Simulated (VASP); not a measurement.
# Si2P3 (P6/mmm) in VASP: single point with PBE

Aim: the single point of Si2P3 with PBE.

All numbers are computed with VASP 6.6.1; they aren't measurements. Logs are shortened: lines on timing, memory, paths and dates and some standing lists are left out, and cuts for length are marked.

## (1) The cell of the first run

The structure is hexagonal, space group P6/mmm (No. 191). The conventional cell has a = 4.944 Å, b = 4.944 Å, c = 4.689 Å, α = 90.00°, β = 90.00°, γ = 120.00°. Within 3.1 Å of Si (site symmetry 6mm) lie 2 Si at 2.33 to 2.36 Å and 6 P at 2.73 Å. Within 3.3 Å of P (site symmetry mmm) lie 4 P at 2.47 Å and 4 Si at 2.73 Å.

The cell was built from a structure type or drawn by symmetry, and may not be a known phase.

## (2) Single point, PBE

The input, INCAR:

```
SYSTEM = Si2P3
ALGO = Normal ; EDIFF = 1E-6
ENCUT = 500 ; GGA = PE
GGA_COMPAT = .False. ; ISIF = 2
ISMEAR = 0 ; LASPH = .True.
LCHARG = .True. ; LELF = .True.
LREAL = .False. ; LVHAR = .True.
LWAVE = .False. ; NBANDS = 20
NELM = 120 ; PREC = Accurate
SIGMA = 0.2
```

The input, KPOINTS:

```
k-points
0
Gamma
  4 4 3
  0 0 0
```

The input, POSCAR:

```
Si2P3
1.0
    4.9436781057     -0.0000000031      0.0000000000
   -2.4718390502      4.2813508292      0.0000000000
    0.0000000000      0.0000000000      4.6890728690
Si P
2 3
Direct
    0.0000000000      0.0000000000      0.7519758636
    0.0000000000      0.0000000000      0.2480241364
    0.5000000000      0.0000000000      0.0000000000
    0.0000000000      0.5000000000      0.0000000000
    0.5000000000      0.5000000000      0.0000000000
```

Potentials or basis: VASP PAW PBE potentials, release 64 (Si, P).

Started as:

```console
$ cat potpaw_PBE.64/Si/POTCAR potpaw_PBE.64/P/POTCAR > POTCAR
$ mpirun -np 1 vasp_std > vasp.out
```

OUTCAR:

```text
SYSTEM = Si2P3
   EDIFF = 1E-6
   ENCUT = 500
   GGA = PE
   ISIF = 2
   ISMEAR = 0
   LASPH = .True.
   LREAL = .False.
   NELM = 120
   PREC = Accurate

 ion  position               nearest neighbor table
   1  0.000  0.000  0.752-   2 2.33   2 2.36   5 2.73   5 2.73   3 2.73   3 2.73   4 2.73   4 2.73

   2  0.000  0.000  0.248-   1 2.33   1 2.36   5 2.73   5 2.73   3 2.73   3 2.73   4 2.73   4 2.73

   3  0.500  0.000  0.000-   4 2.47   4 2.47   5 2.47   5 2.47   1 2.73   1 2.73   2 2.73   2 2.73

   4  0.000  0.500  0.000-   3 2.47   3 2.47   5 2.47   5 2.47   1 2.73   2 2.73   1 2.73   2 2.73

   5  0.500  0.500  0.000-   4 2.47   4 2.47   3 2.47   3 2.47   1 2.73   2 2.73   1 2.73   2 2.73

  LATTYP: Found a hexagonal cell.
 ALAT       =     4.9436781057
 C/A-ratio  =     0.9484988239

  Lattice vectors:

 A1 = (   4.9436781057,  -0.0000000031,   0.0000000000)
 A2 = (  -2.4718390502,   4.2813508292,   0.0000000000)
 A3 = (   0.0000000000,   0.0000000000,   4.6890728690)

Analysis of symmetry for initial positions (statically):
=====================================================================
 Subroutine PRICEL returns:
 Original cell was already a primitive cell.

 Routine SETGRP: Setting up the symmetry group for a
 hexagonal supercell.

 Subroutine GETGRP returns: Found 24 space group operations
 (whereof 24 operations were pure point group operations)
 out of a pool of 24 trial point group operations.

The static configuration has the point symmetry D_6h.

Analysis of symmetry for dynamics (positions and initial velocities):
=====================================================================
 Subroutine PRICEL returns:
 Original cell was already a primitive cell.

 Routine SETGRP: Setting up the symmetry group for a
 hexagonal supercell.

 Subroutine GETGRP returns: Found 24 space group operations
 (whereof 24 operations were pure point group operations)
 out of a pool of 24 trial point group operations.

The dynamic configuration has the point symmetry D_6h.

 Subroutine INISYM returns: Found 24 space group operations
 (whereof 24 operations are pure point group operations),
 and found     1 'primitive' translations

----------------------------------------------------------------------------------------

[... 80 lines left out ...]
   NELM   =    120;   NELMIN=  2; NELMDL= -5     # of ELM steps
   EDIFF  = 0.1E-05   stopping-criterion for ELM
   LREAL  =      F    real-space projection
   EDIFFG = 0.1E-04   stopping-criterion for IOM
   NSW    =      0    number of steps for IOM
   IBRION =     -1    ionic relax: 0-MD 1-quasi-New 2-CG
   NFREE  =      0    steps in history (QN), initial steepest desc. (CG)
   ISIF   =      2    stress and relaxation
   ISYM   =      2    0-nonsym 1-usesym 2-fastsym
   POTIM  = 0.5000    time-step for ionic-motion
   TEBEG  =    0.0;   TEEND  =   0.0 temperature during run
   PSTRESS=    0.0 pullay stress
   NELECT =      23.0000    total number of electrons
   NUPDOWN=      -1.0000    fix difference up-down
   EMIN   =  10.00;   EMAX   =-10.00  energy-range for DOS
   EFERMI =   0.00;   METHOD = LEGACY
   ISMEAR =     0;   SIGMA  =   0.20  broadening in eV -4-tet -1-fermi 0-gaus
   EFERMI_NEDOS =   21; number of points for ismear=-14 and -15
   IALGO  =     38    algorithm
   IMIX   =      4    mixing-type and parameters
     AMIX     =   0.40;   BMIX     =  1.00
     AMIX_MAG =   1.60;   BMIX_MAG =  1.00
  volume/ion in A,a.u.               =      19.85       133.95
  Fermi-wavevector in a.u.,A,eV,Ry     =   1.005568  1.900248 13.757763  1.011167
  Thomas-Fermi vector in A             =   2.138256
   LORBIT       =      0    0 simple, 1 ext, 2 COOP (PROOUT), +10 PAW based schemes
   GGA     = PE    functional components
   LHFCALC =     F    Hartree Fock is set to
   AEXX    =    0.0000 exact exchange contribution
   IVDW    =     0    specifies the selected vdW correction
   LEPSILON=     F    determine dielectric tensor
   LRPA    =     F    only Hartree local field effects (RPA)
 non-spin polarized calculation
 Gauss-broadening in eV      SIGMA  =   0.20
  energy-cutoff  :      500.00
  volume of cell :       99.25
 maximum number of plane-waves:      2540
 NGX is ok and might be reduce to    36
   NGX = 17   NGY = 17   NGZ = 17

 number of electron      23.0000001 magnetization

 Free energy of the ion-electron system (eV)
  ---------------------------------------------------
  ext. energy  EPLUGINS =         0.00000000
  ---------------------------------------------------
  free energy    TOTEN  =       -23.54653154 eV

  energy without entropy =      -23.49846951  energy(sigma->0) =      -23.52250052

 E-fermi :   5.9777     XC(G=0):  -9.4288

 val. band max:        5.9678275234   @ k =   0.2500   0.2500   0.3333
 cond. band min:       6.1981868682   @ k =   0.2500   0.0000   0.0000
 fundamental gap:      0.2303593448
 Fermi energy:         5.9777280513

 k-point     1 :       0.0000    0.0000    0.0000
  band No.  band energies     occupation
      1      -8.9485      2.00000
      2      -2.3205      2.00000
      3      -1.9677      2.00000
      4      -1.9677      2.00000
      5      -1.1439      2.00000
      6      -0.6820      2.00000
[... 173 lines left out ...]
     19      10.5363      0.00000
     20      11.6078      0.00000

------------------------ aborting loop because EDIFF is reached ----------------------------------------

  FORCE on cell =-STRESS in cart. coord.  units (eV):
  Direction    XX          YY          ZZ          XY          YZ          ZX
  --------------------------------------------------------------------------------------
  -------------------------------------------------------------------------------------
  Total       -0.1156167     -0.1156167     -0.4905614      0.0000000      0.0000000      0.0000000
  in kB       -1.8664359     -1.8664359     -7.9192849      0.0000000      0.0000000      0.0000000
  external PRESSURE =      -3.8840522 kB  Pullay stress =       0.0000000 kB

 VOLUME and BASIS-vectors are now :
 -----------------------------------------------------------------------------
  energy-cutoff  :      500.00
  volume of cell :       99.25
      direct lattice vectors                 reciprocal lattice vectors
     4.943678106 -0.000000003  0.000000000     0.202278542  0.116785571  0.000000000
    -2.471839050  4.281350829  0.000000000     0.000000000  0.233571142  0.000000000
     0.000000000  0.000000000  4.689072869     0.000000000  0.000000000  0.213261774

 POSITION                                       TOTAL-FORCE (eV/Angst)
 -----------------------------------------------------------------------------------
      0.00000      0.00000      3.52607         0.000000      0.000000      0.074814
      0.00000      0.00000      1.16300        -0.000000     -0.000000     -0.074814
      2.47184     -0.00000      0.00000         0.000000      0.000000      0.000000
     -1.23592      2.14068      0.00000         0.000000      0.000000      0.000000
      1.23592      2.14068      0.00000         0.000000      0.000000      0.000000
 -----------------------------------------------------------------------------------
    total drift:                               -0.000000     -0.000000     -0.000000

  FREE ENERGIE OF THE ION-ELECTRON SYSTEM (eV)
  ---------------------------------------------------
  free  energy   TOTEN  =       -23.5465315435 eV

  energy  without entropy=      -23.4984695058  energy(sigma->0) =      -23.52250052
```

It took 21 s on 1 thread of AMD EPYC 7R43 (Zen 3), shared host; peak memory 0.16 GiB.

What came out:

| Property | Result |
| --- | --- |
| Free energy | -23.5465 eV |
| Pressure | -0.4 GPa |
| Largest force | 0.075 eV/Å |
| Band gap on the k mesh | zero (an odd number of electrons rules out a gap without spin polarisation) |

Forces in eV/Å, atoms in the order of the input:
```
Si   0.000  0.000  0.075
Si   0.000  0.000 -0.075
P    0.000  0.000  0.000
P    0.000  0.000  0.000
P    0.000  0.000  0.000
```

Stress tensor (GPa, compression positive):
```
-0.19  0.00  0.00
 0.00 -0.19  0.00
 0.00  0.00 -0.79
```

Levels at points of the mesh, in eV from the Fermi level:
| k point | band 8 | band 9 | band 10 | band 11 | band 12 | band 13 | band 14 | band 15 | band 16 | band 17 |
| --- | --- | --- | --- | --- | --- | --- | --- | --- | --- | --- |
| (0.00, 0.00, 0.00) | -6.01 | -4.39 | 0.48 | 0.48 | 0.79 | 1.42 | 1.42 | 2.39 | 2.39 | 3.75 |
| (0.50, 0.00, 0.00) | -2.08 | -1.95 | -1.63 | -1.50 | -0.86 | -0.07 | 0.73 | 1.54 | 2.35 | 3.17 |

Caveat: the k points lie up to 0.45 Å⁻¹ apart, too coarse for converged energies and pressures of a metal.
